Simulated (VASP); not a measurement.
Crystal: GaGe.

```
Ga Ge
1.0
     0.00000    2.89784    2.89784
     2.89784    0.00000    2.89784
     2.89784    2.89784    0.00000
Ga Ge
1 1
Direct
  0.75000 0.75000 0.75000
  0.00000 0.00000 0.00000
```

Program: VASP 6.6.1. Alike in all runs: potentials or basis VASP PAW PBE potentials, release 64 (Ga_d, Ge_d); no spin polarisation; cell as given; cutoff (eV) 520. Hardware: 1 thread of Intel Xeon 8259CL (shared host).

Problem. Order these runs on this cell by their wall time, lowest first.
A. task single point; level PBE; k mesh 2 × 2 × 2, shifted; smearing methfessel-paxton 0.1 eV
B. task single point; level PBE+U; U Ga d U = 1.4 eV; k mesh 3 × 3 × 3; smearing gaussian 0.1 eV
C. task density of states; level PBE; k mesh 2 × 2 × 4; smearing gaussian 0.1 eV; k mesh for the DOS 3 × 3 × 6; occupations for the DOS gaussian
D. task single point; level PBEsol; k mesh 1 × 1 × 1, shifted; smearing gaussian 0.1 eV

Solution. D (7.9 s), B (19 s), C (57 s), A (240 s).

Caveats: all runs use coarse meshes; U without spin polarisation on a metal has little footing (some runs); the U is typed as a test and isn't derived for this compound (some runs).
